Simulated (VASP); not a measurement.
A run of VASP 6.6.1 is set up as follows.

Contents of INCAR:

```
ALGO = Normal
EDIFF = 1E-8
ENCUT = 550
GGA_COMPAT = F
IBRION = 6
ISIF = 3
ISMEAR = 0
IVDW = 12
LASPH = T
LCHARG = F
LMIXTAU = T
LREAL = F
LWAVE = F
METAGGA = R2SCAN
NBANDS = 11
NELM = 120
NFREE = 2
NSW = 1
POTIM = 0.015
PREC = Accurate
SIGMA = 0.01
VDW_A1 = 0.49484001
VDW_A2 = 5.73083694
VDW_S6 = 1.0
VDW_S8 = 0.78981345
```

KPOINTS

```
k-points
0
Gamma
  8 8 8
```

Contents of POSCAR:

```
AlP
1.0
    0.0000000000      2.7285000000      2.7285000000
    2.7285000000      0.0000000000      2.7285000000
    2.7285000000      2.7285000000      0.0000000000
Al P
1 1
Direct
    0.0000000000      0.0000000000      0.0000000000
    0.2500000000      0.2500000000      0.2500000000
```

Potentials or basis: VASP PAW PBE potentials, release 64 (Al, P).

Run with:

```sh
$ cat potpaw_PBE.64/Al/POTCAR potpaw_PBE.64/P/POTCAR > POTCAR
$ mpirun -np 1 vasp_std > vasp.out
```

Question: Predict the elastic constants C11, C12, C44.

Answer: 139, 69, 68 GPa.

Question: What does it give for the Voigt bulk modulus?

Answer: 92 GPa.

Question: What does it give for the highest phonon frequency at Γ, LO-TO splitting left out?

Answer: 445 cm⁻¹.

Clamped-ion elastic tensor (GPa):
```
139  69  69   0   0   0
 69 139  69   0   0   0
 69  69 139   0   0   0
  0   0   0  95   0   0
  0   0   0   0  95   0
  0   0   0   0   0  95
```

Caveat: the PAW data sets were made with another functional, which shifts forces and pressure a little.
